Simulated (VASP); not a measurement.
# TiCo in VASP: a series of runs, part 2 of 2

VASP 6.6.1. Earlier steps stand in the parts before.

### 4 Relaxation of cell and atoms, PBE

INCAR reads:

```
SYSTEM = TiCo
PREC     = Accurate       ! precision mode
ENCUT    = 600            ! plane-wave cutoff, eV
EDIFF    = 1E-6           ! SCF threshold, eV
ISMEAR   = 0              ! smearing method
SIGMA    = 0.1            ! smearing width, eV
LREAL    = .False.        ! projectors in reciprocal space
LASPH    = .True.         ! aspherical terms in the spheres
NELM     = 100            ! most SCF steps
ALGO     = Normal         ! electronic algorithm
ISIF     = 3              ! what is computed and relaxed
LWAVE    = .False.        ! write WAVECAR
LCHARG   = .False.        ! write CHGCAR
GGA      = PE             ! functional
IBRION   = 2              ! ionic algorithm
NSW      = 100            ! ionic steps
EDIFFG   = -0.01          ! ionic threshold
```

KPOINTS reads:

```
regular mesh
0
Gamma
  18 18 18
  0 0 0
```

POSCAR reads:

```
TiCo
1.0
    2.9726505919      0.0000000000      0.0000000000
    0.0000000000      2.9726505919      0.0000000000
    0.0000000000      0.0000000000      2.9726505919
Ti Co
1 1
Direct
    0.5000000000      0.5000000000      0.5000000000
    0.0000000000      0.0000000000      0.0000000000
```

Potentials or basis: VASP PAW PBE potentials, release 64 (Ti_sv, Co).

Command:

```console
cat potpaw_PBE.64/Ti_sv/POTCAR potpaw_PBE.64/Co/POTCAR > POTCAR
mpirun -np 1 vasp_std > vasp.out
```

OUTCAR:

```text
SYSTEM = TiCo
   PREC = Accurate
   ENCUT = 600
   EDIFF = 1E-6
   ISMEAR = 0
   LREAL = .False.
   LASPH = .True.
   NELM = 100
   ISIF = 3
   GGA = PE
   IBRION = 2
   NSW = 100
   EDIFFG = -0.01

 ion  position               nearest neighbor table
   1  0.500  0.500  0.500-   2 2.57   2 2.57   2 2.57   2 2.57   2 2.57   2 2.57   2 2.57   2 2.57

   2  0.000  0.000  0.000-   1 2.57   1 2.57   1 2.57   1 2.57   1 2.57   1 2.57   1 2.57   1 2.57

  LATTYP: Found a simple cubic cell.
 ALAT       =     2.9726505919

  Lattice vectors:

 A1 = (   2.9726505919,   0.0000000000,   0.0000000000)
 A2 = (   0.0000000000,   2.9726505919,   0.0000000000)
 A3 = (   0.0000000000,   0.0000000000,   2.9726505919)

Analysis of symmetry for initial positions (statically):
=====================================================================
 Subroutine PRICEL returns:
 Original cell was already a primitive cell.

 Routine SETGRP: Setting up the symmetry group for a
 simple cubic supercell.

 Subroutine GETGRP returns: Found 48 space group operations
 (whereof 48 operations were pure point group operations)
 out of a pool of 48 trial point group operations.

The static configuration has the point symmetry O_h .

Analysis of symmetry for dynamics (positions and initial velocities):
=====================================================================
 Subroutine PRICEL returns:
 Original cell was already a primitive cell.

 Routine SETGRP: Setting up the symmetry group for a
 simple cubic supercell.

 Subroutine GETGRP returns: Found 48 space group operations
 (whereof 48 operations were pure point group operations)
 out of a pool of 48 trial point group operations.

The dynamic configuration has the point symmetry O_h .

 Subroutine INISYM returns: Found 48 space group operations
 (whereof 48 operations are pure point group operations),
 and found     1 'primitive' translations

----------------------------------------------------------------------------------------

                                     Primitive cell

  volume of cell :      26.2683

  direct lattice vectors                    reciprocal lattice vectors
     2.972650592  0.000000000  0.000000000     0.336400115  0.000000000  0.000000000
     0.000000000  2.972650592  0.000000000     0.000000000  0.336400115  0.000000000
     0.000000000  0.000000000  2.972650592     0.000000000  0.000000000  0.336400115

  length of vectors
     2.972650592  2.972650592  2.972650592     0.336400115  0.336400115  0.336400115

  position of ions in fractional coordinates (direct lattice)
     0.500000000  0.500000000  0.500000000
     0.000000000  0.000000000  0.000000000

  ion indices of the primitive-cell ions
   primitive index   ion index
                 1           1
                 2           2

----------------------------------------------------------------------------------------

 KPOINTS: regular mesh

Automatic generation of k-mesh.
 Grid dimensions read from file:
 generate k-points for:   18   18   18

 Generating k-lattice:

  Cartesian coordinates                     Fractional coordinates (reciprocal lattice)
[... 53 lines left out ...]
   ICHARG =      2    charge: 1-file 2-atom 10-const
   ISPIN  =      1    spin polarized calculation?
   LNONCOLLINEAR =      F non collinear calculations
   LSORBIT =      F    spin-orbit coupling
   LASPH  =      T    aspherical Exc in radial PAW
   ENCUT  =  600.0 eV  44.10 Ry    6.64 a.u.   5.94  5.94  5.94*2*pi/ulx,y,z
   NELM   =    100;   NELMIN=  2; NELMDL= -5     # of ELM steps
   EDIFF  = 0.1E-05   stopping-criterion for ELM
   LREAL  =      F    real-space projection
   EDIFFG = -.1E-01   stopping-criterion for IOM
   NSW    =    100    number of steps for IOM
   IBRION =      2    ionic relax: 0-MD 1-quasi-New 2-CG
   NFREE  =      1    steps in history (QN), initial steepest desc. (CG)
   ISIF   =      3    stress and relaxation
   ISYM   =      2    0-nonsym 1-usesym 2-fastsym
   POTIM  = 0.5000    time-step for ionic-motion
   TEBEG  =    0.0;   TEEND  =   0.0 temperature during run
   PSTRESS=    0.0 pullay stress
   NELECT =      21.0000    total number of electrons
   NUPDOWN=      -1.0000    fix difference up-down
   EMIN   =  10.00;   EMAX   =-10.00  energy-range for DOS
   EFERMI =   0.00;   METHOD = LEGACY
   ISMEAR =     0;   SIGMA  =   0.10  broadening in eV -4-tet -1-fermi 0-gaus
   EFERMI_NEDOS =   21; number of points for ismear=-14 and -15
   IALGO  =     38    algorithm
   IMIX   =      4    mixing-type and parameters
     AMIX     =   0.40;   BMIX     =  1.00
     AMIX_MAG =   1.60;   BMIX_MAG =  1.00
  volume/ion in A,a.u.               =      13.13        88.63
  Fermi-wavevector in a.u.,A,eV,Ry     =   1.519395  2.871240 31.409887  2.308562
  Thomas-Fermi vector in A             =   2.628387
   LORBIT       =      0    0 simple, 1 ext, 2 COOP (PROOUT), +10 PAW based schemes
   GGA     = PE    functional components
   LHFCALC =     F    Hartree Fock is set to
   AEXX    =    0.0000 exact exchange contribution
   IVDW    =     0    specifies the selected vdW correction
   LEPSILON=     F    determine dielectric tensor
   LRPA    =     F    only Hartree local field effects (RPA)
 conjugate gradient relaxation of ions
 non-spin polarized calculation
 Gauss-broadening in eV      SIGMA  =   0.10
  energy-cutoff  :      600.00
  volume of cell :       26.27
 maximum number of plane-waves:       912
 NGX is ok and might be reduce to    24
   NGX = 11   NGY = 11   NGZ = 11

--------------------------------------- Ionic step        1  -------------------------------------------

 number of electron      20.9999985 magnetization

 Free energy of the ion-electron system (eV)
  ---------------------------------------------------
  ext. energy  EPLUGINS =         0.00000000
  ---------------------------------------------------
  free energy    TOTEN  =       -15.64405407 eV

  energy without entropy =      -15.62929188  energy(sigma->0) =      -15.63667297

------------------------ aborting loop because EDIFF is reached ----------------------------------------

  FORCE on cell =-STRESS in cart. coord.  units (eV):
  Direction    XX          YY          ZZ          XY          YZ          ZX
  --------------------------------------------------------------------------------------
  -------------------------------------------------------------------------------------
  Total       -0.1046798     -0.1046798     -0.1046798     -0.0000000      0.0000000      0.0000000
  in kB       -6.3847232     -6.3847232     -6.3847232     -0.0000000      0.0000000      0.0000000
  external PRESSURE =      -6.3847232 kB  Pullay stress =       0.0000000 kB
[... 275 lines left out ...]
--------------------------------------- Ionic step        9  -------------------------------------------

 number of electron      20.9999987 magnetization

 Free energy of the ion-electron system (eV)
  ---------------------------------------------------
  ext. energy  EPLUGINS =         0.00000000
  ---------------------------------------------------
  free energy    TOTEN  =       -15.64422378 eV

  energy without entropy =      -15.62949163  energy(sigma->0) =      -15.63685771

 E-fermi :  10.1279     XC(G=0): -12.6652

 val. band max:       10.1260832326   @ k =   0.4444   0.1667   0.0000
 cond. band min:      10.1302021899   @ k =   0.4444   0.3333   0.0000
 fundamental gap:      0.0041189573
 Fermi energy:        10.1279477798

 k-point     1 :       0.0000    0.0000    0.0000
  band No.  band energies     occupation
      1     -47.0557      2.00000
      2     -23.1416      2.00000
      3     -23.1416      2.00000
      4     -23.1416      2.00000
      5       2.4017      2.00000
      6       6.3052      2.00000
      7       6.3052      2.00000
      8       8.6548      2.00000
      9       8.6548      2.00000
     10       8.6548      2.00000
     11      10.9169      0.00000
     12      10.9169      0.00000
     13      12.8857      0.00000
     14      12.8857      0.00000
[... 377 lines left out ...]
      1     -47.0264      2.00000
      2     -23.3756      2.00000
      3     -23.1594      2.00000
      4     -23.1209      2.00000
      5       4.6015      2.00000
      6       6.9332      2.00000
      7       7.2686      2.00000
      8       8.4236      2.00000
      9       8.4822      2.00000
     10       8.8920      2.00000
     11      10.1137      1.15917
     12      10.6468      0.00000
     13      11.2669      0.00000
     14      11.3166      0.00000

 [... further k-points ...]

------------------------ aborting loop because EDIFF is reached ----------------------------------------

  FORCE on cell =-STRESS in cart. coord.  units (eV):
  Direction    XX          YY          ZZ          XY          YZ          ZX
  --------------------------------------------------------------------------------------
  -------------------------------------------------------------------------------------
  Total        0.0052388      0.0052388      0.0052388     -0.0000000      0.0000000     -0.0000000
  in kB        0.3207460      0.3207460      0.3207460     -0.0000000      0.0000000     -0.0000000
  external PRESSURE =       0.3207460 kB  Pullay stress =       0.0000000 kB
[... 17 lines left out ...]
  FREE ENERGIE OF THE ION-ELECTRON SYSTEM (eV)
  ---------------------------------------------------
  free  energy   TOTEN  =       -15.6442237796 eV

  energy  without entropy=      -15.6294916328  energy(sigma->0) =      -15.63685771

 reached required accuracy - stopping structural energy minimisation
```

Wall time 3.6 min (1 thread of AMD EPYC 9R45 (Zen 5), shared host); peak memory 0.21 GiB.

Results:

| Item | Value |
| --- | --- |
| Free energy | -15.6442 eV |
| Relaxed volume | 13.08 Å³/atom |
| Relaxed cell | a = 2.969 Å, b = 2.969 Å, c = 2.969 Å, α = 90.00°, β = 90.00°, γ = 90.00° |
| Space group after relaxing (to 0.1 Å) | Pm-3m (No. 221) |
| Energy gained by relaxing | 0.1 meV/atom |
| Ionic steps | 9 |
| Pressure after relaxing | 0.0 GPa |
| Band gap on the k mesh | zero (an odd number of electrons rules out a gap without spin polarisation) |

Step by step:
```csv
step,energy change (eV),largest force (eV/Å),pressure (GPa),volume (Å³)
1,0.0000,0.0000,-0.64,26.27
2,0.0001,0.0000,0.78,26.07
3,-0.0002,0.0000,0.13,26.18
4,-0.0002,0.0000,0.18,26.19
5,-0.0001,0.0000,-0.30,26.23
6,-0.0002,0.0000,-0.24,26.21
7,-0.0002,0.0000,-0.29,26.20
8,-0.0002,0.0000,-0.25,26.20
9,-0.0002,0.0000,0.03,26.17
```

Final structure:
```xyz
2
Lattice="2.9689 0.0000 0.0000 0.0000 2.9689 0.0000 0.0000 0.0000 2.9689" Properties=species:S:1:pos:R:3 pbc="T T T"
Ti    1.4844    1.4844    1.4844
Co    0.0000    2.9689    2.9689
```

Levels at points of the mesh, in eV from the Fermi level:
```tsv
k point	band 8	band 9	band 10	band 11	band 12	band 13
(0.00, 0.00, 0.00)	-1.47	-1.47	-1.47	0.79	0.79	2.76
(0.50, 0.00, 0.00)	-1.55	-1.55	-1.05	-0.81	0.14	0.65
(0.50, 0.50, 0.00)	-2.44	-0.59	-0.14	0.68	0.68	1.24
(0.50, 0.50, 0.50)	-2.13	-2.13	-2.13	-0.56	-0.56	3.18
```

Caveat: the run has no spin polarisation, though such a crystal can be magnetic. Spin polarisation is off, so any magnetic state and its effect on volume and gap are missing.

### 5 Single point, PBE, collinear spin, ferromagnetic start

This run uses another cell than the first one, of 13.30 Å³/atom.

INCAR reads:

```
SYSTEM = TiCo
PREC = Accurate
ENCUT = 520
EDIFF = 1E-6
ISMEAR = 0
SIGMA = 0.1
LREAL = .False.
LASPH = .True.
NELM = 150
ALGO = Fast
ISIF = 2
LWAVE = .False.
LCHARG = .False.
ISPIN = 2
MAGMOM = 0 0.6
LORBIT = 11
LMAXMIX = 4
GGA = PE
NBANDS = 22
```

KPOINTS reads:

```
Automatic mesh
0
Gamma
  18 18 18
  0 0 0
```

POSCAR reads:

```
TiCo
1.0
    2.9852001510      0.0000000000      0.0000000000
    0.0000000000      2.9852001510      0.0000000000
    0.0000000000      0.0000000000      2.9852001510
Ti Co
1 1
Direct
    0.0000000000      0.0000000000      0.0000000000
    0.5000000000      0.5000000000      0.5000000000
```

Command:

```console
cat potpaw_PBE.64/Ti_sv/POTCAR potpaw_PBE.64/Co/POTCAR > POTCAR
mpirun -np 1 vasp_std > vasp.out
```

Run time: 3.1 min. Hardware: 1 thread of AMD EPYC 9R45 (Zen 5), shared host; peak memory 0.27 GiB.

Results (log left out):

- Free energy: -15.6799 eV
- Pressure: -0.5 GPa
- Net moment: 0.86 μB per cell
- Site moments: Ti -0.03; Co +0.94 μB
- Valence electrons inside the program's atomic spheres: Ti 10.29; Co 8.29

Levels at points of the mesh, in eV from the Fermi level:
Spin up:
```tsv
k point	band 9	band 10	band 11	band 12	band 13	band 14
(0.00, 0.00, 0.00)	-1.89	-1.89	0.47	0.47	2.66	2.66
(0.50, 0.00, 0.00)	-2.00	-1.53	-0.70	-0.62	0.66	0.66
(0.50, 0.50, 0.00)	-1.52	-0.79	0.63	0.63	1.10	2.44
(0.50, 0.50, 0.50)	-2.09	-2.09	-1.49	-1.49	3.19	3.19
```
Spin down:
```
           k point  band 8  band 9  band 10  band 11  band 12  band 13
(0.00, 0.00, 0.00)   -1.33   -1.33    -1.33     1.03     1.03     2.76
(0.50, 0.00, 0.00)   -1.41   -1.41    -0.90    -0.81     0.59     0.66
(0.50, 0.50, 0.00)   -2.30   -0.01     0.29     0.60     0.60     1.25
(0.50, 0.50, 0.50)   -2.09   -2.09    -2.09     0.03     0.03     3.12
```

### 6 Relaxation of cell and atoms, PBE, collinear spin, ferromagnetic start

This run uses another cell than the first one, of 13.31 Å³/atom.

INCAR reads:

```
SYSTEM = TiCo
ALGO = Normal
EDIFF = 1E-6
EDIFFG = -0.01
ENCUT = 600
GGA = PE
IBRION = 2
ISIF = 3
ISMEAR = 0
ISPIN = 2
LASPH = .TRUE.
LCHARG = .FALSE.
LMAXMIX = 4
LORBIT = 11
LREAL = .FALSE.
LWAVE = .FALSE.
MAGMOM = 0 0.6
NELM = 150
NSW = 100
PREC = Accurate
SIGMA = 0.1
```

KPOINTS reads:

```
k-points
0
G
  18 18 18
  0 0 0
```

POSCAR reads:

```
TiCo
1.0
    2.9861109900      0.0000000000      0.0000000000
    0.0000000000      2.9861109900      0.0000000000
    0.0000000000      0.0000000000      2.9861109900
Ti Co
1 1
Direct
    0.0000000000      0.0000000000      0.0000000000
    0.5000000000      0.5000000000      0.5000000000
```

Potentials or basis: VASP PAW PBE potentials, release 64 (Ti_sv, Co).

Command:

```console
cat potpaw_PBE.64/Ti_sv/POTCAR potpaw_PBE.64/Co/POTCAR > POTCAR
mpirun -np 1 vasp_std > vasp.out
```

Run time: 5.6 min. Hardware: 1 thread of Oxide Virtual Turin-like, shared host; peak memory 0.26 GiB.

The run converged. Its results:

```
Free energy                                           : -15.6797 eV
Relaxed volume                                        : 13.26 Å³/atom
Relaxed cell                                          : a = 2.982 Å, b = 2.982 Å, c = 2.982 Å, α = 90.00°, β = 90.00°, γ = 90.00°
Space group after relaxing (to 0.1 Å)                 : Pm-3m (No. 221)
Energy gained by relaxing                             : 0.1 meV/atom
Ionic steps                                           : 3
Pressure after relaxing                               : 0.1 GPa
Net moment                                            : 0.85 μB per cell
Site moments                                          : Ti -0.03; Co +0.93 μB
Valence electrons inside the program's atomic spheres : Ti 10.29; Co 8.29
```

The path:
```tsv
step	energy change (eV)	largest force (eV/Å)	pressure (GPa)	volume (Å³)
1	0.0000	0.0000	-0.83	26.63
2	0.0002	0.0000	0.91	26.36
3	-0.0003	0.0000	0.10	26.51
```

Final structure:
```yaml
crystal:
  lattice:
    - [2.98191, 0.00000, 0.00000]
    - [0.00000, 2.98191, 0.00000]
    - [0.00000, 0.00000, 2.98191]
  atoms:
    - { symbol: Ti, position: [0.00000, 0.00000, 0.00000] }
    - { symbol: Co, position: [0.50000, 0.50000, 0.50000] }
```

Levels at points of the mesh, in eV from the Fermi level:
Spin up:
| k point | band 8 | band 9 | band 10 | band 11 | band 12 | band 13 | band 14 |
| --- | --- | --- | --- | --- | --- | --- | --- |
| (0.00, 0.00, 0.00) | -1.89 | -1.89 | -1.89 | 0.47 | 0.47 | 2.67 | 2.67 |
| (0.50, 0.00, 0.00) | -2.00 | -2.00 | -1.53 | -0.71 | -0.61 | 0.66 | 0.66 |
| (0.50, 0.50, 0.00) | -2.74 | -1.52 | -0.79 | 0.64 | 0.64 | 1.10 | 2.45 |
| (0.50, 0.50, 0.50) | -2.10 | -2.10 | -2.10 | -1.49 | -1.49 | 3.20 | 3.20 |
Spin down:
```
           k point  band 7  band 8  band 9  band 10  band 11  band 12  band 13  band 14
(0.00, 0.00, 0.00)   -3.54   -1.34   -1.34    -1.34     1.03     1.03     2.77     2.77
(0.50, 0.00, 0.00)   -1.88   -1.42   -1.42    -0.90    -0.82     0.59     0.66     0.66
(0.50, 0.50, 0.00)   -2.31   -2.31   -0.01     0.29     0.60     0.60     1.26     2.64
(0.50, 0.50, 0.50)   -2.33   -2.10   -2.10    -2.10     0.02     0.02     3.14     3.14
```

### 7 Overview

| task | spin | cell | k mesh | cutoff (eV) | gap on the mesh (eV) | pressure (GPa) | moment (μB) | relaxed volume (Å³/atom) |
| --- | --- | --- | --- | --- | --- | --- | --- | --- |
| single point | off | a = 2.970, b = 2.970, c = 2.978 Å, 2 atoms | 6 × 6 × 6 | 520 | none | -0.7 | - | - |
| single point | off | a = 2.972 Å, 2 atoms | 18 × 18 × 18 | 520 | none | -0.6 | - | - |
| relaxation of cell and atoms | off | relaxed from a = 2.973 Å, 2 atoms | 18 × 18 × 18 | 600 | none | 0.0 | - | 13.08 |
| single point | collinear, ferromagnetic start | a = 2.985 Å, 2 atoms | 18 × 18 × 18 | 520 | none | -0.5 | 0.86 | - |
| relaxation of cell and atoms | collinear, ferromagnetic start | relaxed from a = 2.986 Å, 2 atoms | 18 × 18 × 18 | 600 | none | 0.1 | 0.85 | 13.26 |

Alike in all rows: level PBE; potentials or basis VASP PAW PBE potentials, release 64 (Ti_sv, Co); smearing gaussian 0.1 eV.

Total energies depend on the potentials used, so only differences within one code and one set of settings carry meaning.
